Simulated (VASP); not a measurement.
A run of VASP 6.6.1 is set up as follows.

File INCAR:

```
ALGO = Normal
EDIFF = 1E-6
EDIFFG = -0.005
ENCUT = 600
GGA = CA
IBRION = 2
ISIF = 3
ISMEAR = 0
LASPH = T
LCHARG = F
LREAL = F
LWAVE = F
NELM = 80
NSW = 70
PREC = Accurate
SIGMA = 0.1
```

KPOINTS

```
k-points
0
Gamma
  12 12 12
```

POSCAR

```
AlCu3
1.0
    0.0000000000      2.9271909377      2.9271909377
    2.9271909377      0.0000000000      2.9271909377
    2.9271909377      2.9271909377      0.0000000000
Al Cu
1 3
Direct
    0.0000000000      0.0000000000      0.0000000000
    0.5000000000      0.5000000000      0.5000000000
    0.2500000000      0.2500000000      0.2500000000
    0.7500000000      0.7500000000      0.7500000000
```

Potentials or basis: VASP PAW LDA potentials, release 64 (Al, Cu).

Command:

```console
$ cat potpaw_LDA.64/Al/POTCAR potpaw_LDA.64/Cu/POTCAR > POTCAR
$ mpirun -np 1 vasp_std > vasp.out
```

Question: Predict the relaxed cell.

Answer: a = 4.035 Å, b = 4.035 Å, c = 4.035 Å, α = 60.00°, β = 60.00°, γ = 60.00°.

Question: Predict the band gap on the k mesh.

Answer: Zero (band 18 reaches 12.75 eV, above the bottom of band 19 at 6.73 eV).

Question: Predict the relaxed volume.

Answer: 11.62 Å³/atom.

The path:
| step | energy change (eV) | largest force (eV/Å) | pressure (GPa) | volume (Å³) |
| --- | --- | --- | --- | --- |
| 1 | 0.0000 | 0.0000 | -10.44 | 50.16 |
| 2 | -0.0824 | 0.0000 | 8.20 | 44.46 |
| 3 | -0.1303 | 0.0000 | 0.06 | 46.46 |
